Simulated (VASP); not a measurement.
Set up this calculation in VASP 6.6.1, as the native input.

| Quantity | Value |
| --- | --- |
| Task | single point |
| Functional | PBE |
| Potentials or basis | VASP PAW PBE potentials, release 64 (Os_sv_GW, C) |
| Cutoff | 600 eV |
| k mesh | 8 × 8 × 8 |
| Occupations | gaussian, width 0.1 eV |
| Spin | no spin polarisation |
| Dipole correction | no |
| Further INCAR settings | ALGO = Normal; EDIFF = 1e-06; NBANDS = 42 |

The structure of Os4C lies in POSCAR:

```
Os4C
1.0
    0.0000000000      3.9825938464      3.9825938464
    3.9825938464      0.0000000000      3.9825938464
    3.9825938464      3.9825938464      0.0000000000
Os C
4 1
Direct
    0.6115904891      0.1652285326      0.6115904891
    0.6115904891      0.6115904891      0.6115904891
    0.1652285326      0.6115904891      0.6115904891
    0.6115904891      0.6115904891      0.1652285326
    0.7500000000      0.7500000000      0.7500000000
```

The cell was built from a structure type or drawn by symmetry, and may not be a known phase.

The input as run:

INCAR

```
  PREC = Accurate
  ENCUT = 600
  EDIFF = 1E-6
  ISMEAR = 0
  SIGMA = 0.1
  LREAL = False
  LASPH = True
  NELM = 120
  ALGO = Normal
  ISIF = 2
  LWAVE = False
  LCHARG = False
  GGA = PE
  NBANDS = 42
  GGA_COMPAT = False
```

KPOINTS

```
Automatic mesh
0
Gamma
  8 8 8
```

Potentials or basis: VASP PAW PBE potentials, release 64 (Os_sv_GW, C).

Launch:

```sh
$ cat potpaw_PBE.64/Os_sv_GW/POTCAR potpaw_PBE.64/C/POTCAR > POTCAR
$ mpirun -np 1 vasp_std > vasp.out
```

Results of the run:

| Quantity | Value |
| --- | --- |
| Pressure | -0.3 GPa |
| Largest force | 0.004 eV/Å |
| Band gap on the k mesh | zero (bands 34 and 35 overlap by 0.61 eV) |

Caveat: spin-orbit coupling is left out, which moves the levels of the heavy elements.

It took 2.4 min on 1 thread of Intel(R) Xeon(R) 6975P-C (Granite Rapids) (shared host), peak memory 0.39 GiB.
